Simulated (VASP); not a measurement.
# FeCu (Fm-3m) in VASP: further runs

Runs on FeCu. Level: PBE. Tasks: single point.

Everything below comes from runs of VASP 6.6.1. Logs are shortened: lines on timing, memory, paths and dates and some standing lists are left out, and cuts for length are marked.

### 1 The cell of the first run

Symmetry: Fm-3m, No. 225, cubic system. Conventional cell: a = 4.310 Å, b = 4.310 Å, c = 4.310 Å, α = 90.00°, β = 90.00°, γ = 90.00°. Fe (site symmetry m-3m) has 6 Cu at 2.16 Å within 2.9 Å. Within 2.9 Å of Cu (site symmetry m-3m) lie 6 Fe at 2.16 Å.

### 2 Single point, PBE, collinear spin, ferromagnetic start (volume scaled by 0.98)

INCAR reads:

```
SYSTEM = FeCu
PREC = Accurate
ENCUT = 520
EDIFF = 1E-6
ISMEAR = -1
SIGMA = 0.05
LREAL = .FALSE.
LASPH = .TRUE.
NELM = 150
ALGO = Fast
ISIF = 2
LWAVE = .FALSE.
LCHARG = .FALSE.
ISPIN = 2
MAGMOM = 3 0.6
LORBIT = 11
LMAXMIX = 4
GGA = PE
NBANDS = 20
```

KPOINTS reads:

```
Automatic mesh
0
G
  11 11 11
  0 0 0
```

POSCAR reads:

```
FeCu
1.0
    0.0000000000      2.1550956313      2.1550956313
    2.1550956313      0.0000000000      2.1550956313
    2.1550956313      2.1550956313      0.0000000000
Fe Cu
1 1
Direct
    0.5000000000      0.5000000000      0.5000000000
    0.0000000000      0.0000000000      0.0000000000
```

Potentials or basis: VASP PAW PBE potentials, release 64 (Fe, Cu).

Started as:

```
$ cat potpaw_PBE.64/Fe/POTCAR potpaw_PBE.64/Cu/POTCAR > POTCAR
$ mpirun -np 1 vasp_std > vasp.out
```

OUTCAR:

```text
SYSTEM = FeCu
   PREC = Accurate
   ENCUT = 520
   EDIFF = 1E-6
   ISMEAR = -1
   LREAL = .FALSE.
   LASPH = .TRUE.
   NELM = 150
   ISIF = 2
   ISPIN = 2
   LORBIT = 11
   GGA = PE

 ion  position               nearest neighbor table
   1  0.500  0.500  0.500-   2 2.16   2 2.16   2 2.16   2 2.16   2 2.16   2 2.16
   2  0.000  0.000  0.000-   1 2.16   1 2.16   1 2.16   1 2.16   1 2.16   1 2.16

  LATTYP: Found a face centered cubic cell.
 ALAT       =     4.3101912626

  Lattice vectors:

 A1 = (   0.0000000000,   2.1550956313,   2.1550956313)
 A2 = (   2.1550956313,   0.0000000000,   2.1550956313)
 A3 = (   2.1550956313,   2.1550956313,   0.0000000000)

Analysis of symmetry for initial positions (statically):
=====================================================================
 Subroutine PRICEL returns:
 Original cell was already a primitive cell.

 Routine SETGRP: Setting up the symmetry group for a
 face centered cubic supercell.

 Subroutine GETGRP returns: Found 48 space group operations
 (whereof 48 operations were pure point group operations)
 out of a pool of 48 trial point group operations.

The static configuration has the point symmetry O_h .

Analysis of symmetry for dynamics (positions and initial velocities):
=====================================================================
 Subroutine PRICEL returns:
 Original cell was already a primitive cell.

 Routine SETGRP: Setting up the symmetry group for a
 face centered cubic supercell.

 Subroutine GETGRP returns: Found 48 space group operations
 (whereof 48 operations were pure point group operations)
 out of a pool of 48 trial point group operations.

The dynamic configuration has the point symmetry O_h .

Analysis of structural, dynamic, and magnetic symmetry:
=====================================================================
 Subroutine PRICEL returns:
 Original cell was already a primitive cell.

 Routine SETGRP: Setting up the symmetry group for a
 face centered cubic supercell.

 Subroutine GETGRP returns: Found 48 space group operations
 (whereof 48 operations were pure point group operations)
 out of a pool of 48 trial point group operations.

The overall configuration has the point symmetry O_h .

 Subroutine INISYM returns: Found 48 space group operations
 (whereof 48 operations are pure point group operations),
 and found     1 'primitive' translations

----------------------------------------------------------------------------------------

                                     Primitive cell

[... 106 lines left out ...]
   EFERMI_NEDOS =   21; number of points for ismear=-14 and -15
   IALGO  =     68    algorithm
   IMIX   =      4    mixing-type and parameters
     AMIX     =   0.40;   BMIX     =  1.00
     AMIX_MAG =   1.60;   BMIX_MAG =  1.00
  volume/ion in A,a.u.               =      10.01        67.55
  Fermi-wavevector in a.u.,A,eV,Ry     =   1.608852  3.040290 35.217394  2.588405
  Thomas-Fermi vector in A             =   2.704656
   LORBIT       =     11    0 simple, 1 ext, 2 COOP (PROOUT), +10 PAW based schemes
   GGA     = PE    functional components
   LHFCALC =     F    Hartree Fock is set to
   AEXX    =    0.0000 exact exchange contribution
   IVDW    =     0    specifies the selected vdW correction
   LEPSILON=     F    determine dielectric tensor
   LRPA    =     F    only Hartree local field effects (RPA)
 spin polarized calculation
 RMM-DIIS sequential band-by-band and
  energy-cutoff  :      520.00
  volume of cell :       20.02
 maximum number of plane-waves:       556
   NGX = 11   NGY = 11   NGZ = 11

 number of electron      19.0000009 magnetization       2.6083921

 Free energy of the ion-electron system (eV)
  ---------------------------------------------------
  ext. energy  EPLUGINS =         0.00000000
  ---------------------------------------------------
  free energy    TOTEN  =        -8.83665369 eV

  energy without entropy =       -8.82082920  energy(sigma->0) =       -8.82874145

 E-fermi :   8.8666     XC(G=0): -13.6913

 val. band max:        8.8654830796   @ k =   0.1818   0.1818   0.0000
 cond. band min:       8.8689166681   @ k =   0.4545   0.2727   0.0909
 fundamental gap:      0.0034335886
 Fermi energy:         8.8665675195

 spin component 1

 k-point     1 :       0.0000    0.0000    0.0000
  band No.  band energies     occupation
      1      -1.3041      1.00000
      2       2.9074      1.00000
      3       2.9074      1.00000
      4       3.1895      1.00000
      5       3.1895      1.00000
      6       3.1895      1.00000
[... 541 lines left out ...]
     19      32.1918      0.00000
     20      33.5628      0.00000

 [... further k-points ...]

 spin component 2

 k-point     1 :       0.0000    0.0000    0.0000
  band No.  band energies     occupation
      1      -1.1627      1.00000
      2       3.5365      1.00000
      3       3.5366      1.00000
      4       3.9206      1.00000
      5       3.9207      1.00000
      6       3.9208      1.00000
[... 541 lines left out ...]
     19      32.7361      0.00000
     20      33.8906      0.00000

 [... further k-points ...]
[... 5 lines left out ...]
  --------------------------------------------------------------------------------------
  -------------------------------------------------------------------------------------
  Total       10.6174947     10.6174947     10.6174947     -0.0000000      0.0000000     -0.0000000
  in kB      849.7731407    849.7731407    849.7731407     -0.0000000      0.0000000     -0.0000000
  external PRESSURE =     849.7731407 kB  Pullay stress =       0.0000000 kB

 VOLUME and BASIS-vectors are now :
 -----------------------------------------------------------------------------
  energy-cutoff  :      520.00
  volume of cell :       20.02
      direct lattice vectors                 reciprocal lattice vectors
     0.000000000  2.155095631  2.155095631    -0.232008266  0.232008266  0.232008266
     2.155095631  0.000000000  2.155095631     0.232008266 -0.232008266  0.232008266
     2.155095631  2.155095631  0.000000000     0.232008266  0.232008266 -0.232008266

 POSITION                                       TOTAL-FORCE (eV/Angst)
 -----------------------------------------------------------------------------------
      2.15510      2.15510      2.15510         0.000000      0.000000      0.000000
      0.00000      0.00000      0.00000        -0.000000     -0.000000     -0.000000
 -----------------------------------------------------------------------------------
    total drift:                                0.000000     -0.000000     -0.000000

  FREE ENERGIE OF THE ION-ELECTRON SYSTEM (eV)
  ---------------------------------------------------
  free  energy   TOTEN  =        -8.8366536915 eV

  energy  without entropy=       -8.8208291993  energy(sigma->0) =       -8.82874145

 total charge

# of ion       s       p       d       tot
------------------------------------------
    1        0.534   0.613   6.464   7.611
    2        0.688   0.640   9.207  10.535
--------------------------------------------------
tot          1.222   1.253  15.670  18.146

 magnetization (x)

# of ion       s       p       d       tot
------------------------------------------
    1        0.011  -0.011   2.402   2.402
    2       -0.032  -0.044   0.268   0.192
--------------------------------------------------
tot         -0.020  -0.055   2.670   2.594
```

OSZICAR:

```text
N       E                     dE             d eps       ncg     rms          rms(c)
DAV:   1     0.103053730150E+03    0.10305E+03   -0.86313E+03  5040   0.155E+03
DAV:   2    -0.424920795741E+01   -0.10730E+03   -0.97581E+02  4504   0.245E+02
DAV:   3    -0.103184965089E+02   -0.60693E+01   -0.57875E+01  4960   0.699E+01
DAV:   4    -0.103811291922E+02   -0.62633E-01   -0.62584E-01  5148   0.725E+00
DAV:   5    -0.103820517214E+02   -0.92253E-03   -0.92248E-03  5008   0.849E-01    0.153E+01
RMM:   6    -0.933201108197E+01    0.10500E+01   -0.51672E+00  5547   0.317E+01    0.640E+00
RMM:   7    -0.916395887764E+01    0.16805E+00   -0.10060E+00  5496   0.138E+01    0.782E+00
RMM:   8    -0.886188288275E+01    0.30208E+00   -0.10309E-01  5611   0.375E+00    0.317E+00
RMM:   9    -0.884102669424E+01    0.20856E-01   -0.17978E-02  5654   0.129E+00    0.163E+00
RMM:  10    -0.883691197292E+01    0.41147E-02   -0.54283E-03  5722   0.636E-01    0.279E-01
RMM:  11    -0.883672635228E+01    0.18562E-03   -0.10319E-03  5886   0.338E-01    0.108E-01
RMM:  12    -0.883666469289E+01    0.61659E-04   -0.22729E-04  6047   0.169E-01    0.656E-02
RMM:  13    -0.883665366542E+01    0.11027E-04   -0.56985E-05  6180   0.682E-02    0.263E-02
RMM:  14    -0.883665369155E+01   -0.26132E-07   -0.83571E-06  5606   0.255E-02
   1 F= -.88366537E+01 E0= -.88287414E+01  d E =-.158245E-01  mag=     2.6108
```

Wall time 38 s (1 thread of Intel Xeon Platinum 8259CL at 2.50GHz (Skylake/Cascade Lake), shared host); peak memory 0.17 GiB.

Results:

```
Free energy                                           : -8.8367 eV
Pressure                                              : 85.0 GPa
Net moment                                            : 2.61 μB per cell
Site moments                                          : Fe +2.40; Cu +0.19 μB
Valence electrons inside the program's atomic spheres : Fe 7.61; Cu 10.54
```

Levels at points of the mesh, in eV from the Fermi level:
Spin up:
| k point | band 8 | band 9 | band 10 | band 11 | band 12 | band 13 | band 14 | band 15 |
| --- | --- | --- | --- | --- | --- | --- | --- | --- |
| (0.00, 0.00, 0.00) | -1.24 | -1.24 | 0.17 | 0.17 | 13.52 | 13.59 | 13.59 | 13.59 |
Spin down:
| k point | band 4 | band 5 | band 6 | band 7 | band 8 | band 9 | band 10 | band 11 | band 12 | band 13 |
| --- | --- | --- | --- | --- | --- | --- | --- | --- | --- | --- |
| (0.00, 0.00, 0.00) | -4.95 | -4.95 | -4.95 | 0.85 | 0.85 | 0.85 | 1.68 | 1.68 | 13.32 | 13.79 |

Caveat: the cell differs from its parent crystal (volume scaled by 0.98).

### 3 Single point, PBE, collinear spin, ferromagnetic start

This run uses another cell than the first one, of 10.21 Å³/atom, 1.020 times its volume.

INCAR reads:

```
SYSTEM = FeCu
PREC = Accurate ; ENCUT = 520
EDIFF = 1E-6 ; ISMEAR = -1
SIGMA = 0.05 ; LREAL = .FALSE.
LASPH = .TRUE. ; NELM = 150
ALGO = Fast ; ISIF = 2
LWAVE = .FALSE. ; LCHARG = .TRUE.
ISPIN = 2 ; MAGMOM = 3 0.6
LORBIT = 11 ; LMAXMIX = 4
GGA = PE ; LELF = .TRUE.
LVHAR = .TRUE. ; NBANDS = 20
```

KPOINTS is that of step 2.

POSCAR reads:

```
FeCu
1.0
    0.0000000000      2.1696575300      2.1696575300
    2.1696575300      0.0000000000      2.1696575300
    2.1696575300      2.1696575300      0.0000000000
Fe Cu
1 1
Direct
    0.5000000000      0.5000000000      0.5000000000
    0.0000000000      0.0000000000      0.0000000000
```

Potentials or basis: VASP PAW PBE potentials, release 64 (Fe, Cu).

Started as:

```
$ cat potpaw_PBE.64/Fe/POTCAR potpaw_PBE.64/Cu/POTCAR > POTCAR
$ mpirun -np 1 vasp_std > vasp.out
```

It took 36 s on 1 thread of Intel Xeon Platinum 8259CL at 2.50GHz (Skylake/Cascade Lake), shared host; peak memory 0.17 GiB.

Results (log left out):

```
Free energy                                           : -9.0418 eV
Pressure                                              : 76.5 GPa
Net moment                                            : 2.68 μB per cell
Site moments                                          : Fe +2.46; Cu +0.20 μB
Valence electrons inside the program's atomic spheres : Fe 7.55; Cu 10.50
```

Levels at points of the mesh, in eV from the Fermi level:
Spin up:
| k point | band 7 | band 8 | band 9 | band 10 | band 11 | band 12 | band 13 | band 14 | band 15 | band 16 |
| --- | --- | --- | --- | --- | --- | --- | --- | --- | --- | --- |
| (0.00, 0.00, 0.00) | -1.28 | -1.28 | -1.28 | 0.10 | 0.10 | 13.34 | 13.34 | 13.34 | 13.48 | 18.54 |
Spin down:
```
           k point  band 4  band 5  band 6  band 7  band 8  band 9  band 10  band 11  band 12  band 13
(0.00, 0.00, 0.00)   -4.82   -4.82   -4.82    0.86    0.86    0.86     1.65     1.65    13.28    13.55
```

(Part 1 of 3 ends here.)
